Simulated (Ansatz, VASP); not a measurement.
# Ir: VASP beside Ansatz

```xyz
2
Lattice="2.7514 0.0241 0.0000 -1.3548 2.3707 0.0000 0.0000 0.0000 4.4623" Properties=species:S:1:pos:R:3 pbc="T T T"
Ir    1.3826    0.8063    3.3467
Ir    0.0139    1.5885    1.1156
```

Change from the starting cell: strain +0.0175 x Voigt [0, 0, 0, 0, 0, 1], atoms carried along.

Alike in both runs: task single point; functional PBEsol; k mesh 18 × 18 × 12; occupations gaussian, width 0.15 eV; no spin polarisation.

```csv
,VASP,Ansatz
version,VASP 6.6.1,Ansatz 0.2.0
potentials or method,"VASP PAW PBE potentials, release 64 (Ir), cutoff 520 eV","scalar-relativistic, plane waves, PAW"
valence electrons in the cell,18,34
```

```csv
,VASP,Ansatz,Ansatz less VASP
gap on the k mesh at the Fermi level (eV),none,none,-
pressure (GPa),-11.6,-12.4,-0.74
"traceless stress, the component that is largest in VASP (GPa)",-3.41,-3.40,+0.004
rms of the force components (eV/Å),0.012,0.012,-0.0005
```

VASP's potentials were made for PBE, not for PBEsol. Atom by atom the forces differ by 0.001 eV/Å (rms over components). A gap of «none» marks a metal or a gap that the smearing closes. The functional is the same, so the differences come from potentials, cutoffs and numerics. VASP's potentials hold 18 valence electrons a cell and Ansatz's 34, so a difference there can come from the potentials and not from the codes.

Spin-orbit coupling is off throughout.
